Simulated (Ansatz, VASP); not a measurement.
**TiRh3 in VASP and in Ansatz**

```xyz
4
Lattice="3.8220 0.0000 0.0000 0.0000 3.8220 0.0000 0.0000 0.0000 3.7838" Properties=species:S:1:pos:R:3 pbc="T T T"
Ti    0.0000    0.0000    0.0000
Rh    0.0000    1.9110    1.8919
Rh    1.9110    0.0000    1.8919
Rh    1.9110    1.9110    0.0000
```

Change from the starting cell: zz strain of -1 %, crystal datasets.

Alike in both runs: task electric field gradients; functional LDA; k mesh 10 × 10 × 10; occupations fermi-dirac, width 0.03 eV; no spin polarisation.

|  | VASP | Ansatz |
| --- | --- | --- |
| version | VASP 6.6.1 | Ansatz 0.2.0 |
| potentials or method | VASP PAW LDA potentials, release 64 (Ti_sv, Rh_pv), cutoff 520 eV | all-electron PAW with datasets made for the crystal, scalar-relativistic |

|  | VASP | Ansatz | Ansatz less VASP |
| --- | --- | --- | --- |
| pressure (GPa) | -7.2 | -7.9 | -0.67 |
| traceless stress, the component that is largest in VASP (GPa) | 1.28 | 1.28 | +0.002 |
| size of Vzz on the site where it differs most (V/Å²) | 34.4 | 30.2 | -4.11 |

LDA's correlation is that of Perdew and Zunger in VASP and of Perdew and Wang (1992) in Ansatz. Ansatz ran all-electron here, and VASP with PAW potentials.
